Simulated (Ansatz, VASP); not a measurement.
**One calculation of VH6, two programs**

```
V H
1.0
    -2.48724    2.48724    2.48724
     2.48724   -2.48724    2.48724
     2.48724    2.48724   -2.48724
V H
1 6
Direct
  0.00000 0.00000 0.00000
  0.72563 0.72563 0.00000
  0.27437 0.27437 0.00000
  0.00000 0.27437 0.27437
  0.00000 0.72563 0.72563
  0.72563 0.00000 0.72563
  0.27437 0.00000 0.27437
```

Change from the starting cell: species swapped into the SF6 type (Im-3m, No. 229).

Alike in both runs: task single point; functional PBE; k mesh 6 × 6 × 6; occupations gaussian, width 0.1 eV; collinear spin.

|  | VASP | Ansatz |
| --- | --- | --- |
| version | VASP 6.6.1 | Ansatz 0.2.0 |
| potentials or method | VASP PAW PBE potentials, release 64 (V_sv, H), cutoff 520 eV | scalar-relativistic, plane waves, PAW |
| valence electrons in the cell | 19 | 19 |

```csv
,VASP,Ansatz,Ansatz less VASP
gap on the k mesh at the Fermi level (eV),none,none,-
rms of the force components (eV/Å),3.952,3.959,+0.0070
net moment per atom (μB),0.29,0.29,0.000
size of the moment on the site where the two differ most (μB),1.08,0.47,-0.603
```

Site moments also hang on the region over which each program counts them. Atom by atom the forces differ by 0.007 eV/Å (rms over components). A gap of «none» marks a metal or a gap that the smearing closes.
